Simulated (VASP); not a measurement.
Input of a VASP 6.6.1 run:

Contents of INCAR:

```
SYSTEM = TaN
PREC = Accurate
ENCUT = 600
EDIFF = 1E-8
ISMEAR = -1
SIGMA = 0.15
LREAL = .False.
LASPH = .True.
NELM = 100
ALGO = Normal
ISIF = 3
LWAVE = .False.
LCHARG = .True.
GGA = PE
IBRION = 6
NFREE = 2
POTIM = 0.015
NSW = 1
```

The input KPOINTS:

```
Automatic mesh
0
Gamma
  16 16 16
  0 0 0
```

File POSCAR:

```
TaN
1.0
    0.0000000000      2.1942478648      2.1942478648
    2.1942478648      0.0000000000      2.1942478648
    2.1942478648      2.1942478648      0.0000000000
Ta N
1 1
Direct
    0.5000000000      0.5000000000      0.5000000000
    0.0000000000      0.0000000000      0.0000000000
```

Potentials or basis: VASP PAW PBE potentials, release 64 (Ta_pv, N).

The run is started by

```console
$ cat potpaw_PBE.64/Ta_pv/POTCAR potpaw_PBE.64/N/POTCAR > POTCAR
$ mpirun -np 1 vasp_std > vasp.out
```

(1) Predict the elastic constants C11, C12, C44.

(2) Estimate the Voigt bulk modulus.

(3) What does it give for the highest phonon frequency at Γ?

Answers

(1) 768, 150, 56 GPa.

(2) 356 GPa.

(3) 409 cm⁻¹.

Caveat: the cell is under stress, which shifts elastic constants.
